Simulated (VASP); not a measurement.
Write the native input for VASP 6.6.1 that does the following.

```yaml
Task: single point
Functional: PBE
Potentials_or_basis: VASP PAW PBE potentials, release 64 (Sn_d, Se)
Cutoff: 520 eV
k_mesh: 2 × 6 × 6
Occupations: fermi-dirac, width 0.02 eV
Spin: no spin polarisation
Dipole_correction: no
Further_INCAR_settings: ALGO = Normal; EDIFF = 1e-06; NBANDS = 50
```

The structure of SnSe lies in POSCAR:

```
SnSe
1.0
   11.5044727694      0.0000000000      0.0000000000
    0.0000000000      4.0468843501      0.0000000000
    0.0000000000      0.0000000000      4.5943214213
Sn Se
4 4
Direct
    0.6171993920      0.7500000000      0.3842467466
    0.8828006080      0.2500000000      0.8842467466
    0.3828006080      0.2500000000      0.6157532534
    0.1171993920      0.7500000000      0.1157532534
    0.1468752012      0.2500000000      0.5146117289
    0.6468752012      0.2500000000      0.9853882711
    0.3531247988      0.7500000000      0.0146117289
    0.8531247988      0.7500000000      0.4853882711
```

This cell differs from its parent crystal: strain -2.0%.

One way to write it, as run:

INCAR

```
PREC     = Accurate       # precision mode
ENCUT    = 520            # plane-wave cutoff, eV
EDIFF    = 1E-6           # SCF threshold, eV
ISMEAR   = -1             # smearing method
SIGMA    = 0.02           # smearing width, eV
LREAL    = F              # projectors in reciprocal space
LASPH    = T              # aspherical terms in the spheres
NELM     = 100            # most SCF steps
ALGO     = Normal         # electronic algorithm
ISIF     = 2              # what is computed and relaxed
LWAVE    = F              # write WAVECAR
LCHARG   = T              # write CHGCAR
GGA      = PE             # functional
LELF     = T              # ELF
LVHAR    = T            
NBANDS   = 50             # bands
```

KPOINTS

```
Automatic mesh
0
Gamma
  2 6 6
```

Potentials or basis: VASP PAW PBE potentials, release 64 (Sn_d, Se).

Command:

```bash
$ cat potpaw_PBE.64/Sn_d/POTCAR potpaw_PBE.64/Se/POTCAR > POTCAR
$ mpirun -np 1 vasp_std > vasp.out
```

Results of the run:

```json
{
  "Pressure": "3.0 GPa",
  "Largest force": "0.254 eV/Å",
  "Band gap on the k mesh": "0.52 eV, indirect (least direct gap 0.88 eV)"
}
```

Caveat: the cell differs from its parent crystal (strain -2.0%); spin-orbit coupling is left out, which moves the levels of the heavy elements.

It took 7.9 min on 1 thread of AMD EPYC 7R43 64-Core Processor (Zen 3), on a shared host, peak memory 0.41 GiB.
